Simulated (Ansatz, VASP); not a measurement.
**RbH2: VASP beside Ansatz**

```
CELL_PARAMETERS angstrom
4.00826 -4.44706 0.00000
4.00826 4.44706 0.00000
0.00000 0.00000 6.16723
ATOMIC_POSITIONS crystal
Rb 0.00000 0.50000 0.00000
Rb 0.50000 0.00000 0.50000
H 0.95191 0.95191 0.75000
H 0.04809 0.04809 0.75000
H 0.04809 0.04809 0.25000
H 0.95191 0.95191 0.25000
```

Alike in both runs: functional PBE; k mesh 6 × 6 × 4; occupations gaussian, width 0.1 eV; no spin polarisation.

Ansatz relaxed the structure, and its values are those at the end. VASP's run is a single point on that final structure, the one shown.

|  | VASP | Ansatz |
| --- | --- | --- |
| version | VASP 6.6.1 | Ansatz 0.2.0 |
| potentials or method | VASP PAW PBE potentials, release 64 (Rb_sv, H), cutoff 520 eV | scalar-relativistic, plane waves, PAW |
| valence electrons in the cell | 22 | 22 |

|  | VASP | Ansatz | Ansatz less VASP |
| --- | --- | --- | --- |
| gap on the k mesh at the Fermi level (eV) | none | none | - |
| pressure (GPa) | -0.1 | -0.1 | +0.04 |
| rms of the force components (eV/Å) | 0.004 | 0.001 | -0.0034 |

A gap of «none» marks a metal or a gap that the smearing closes.
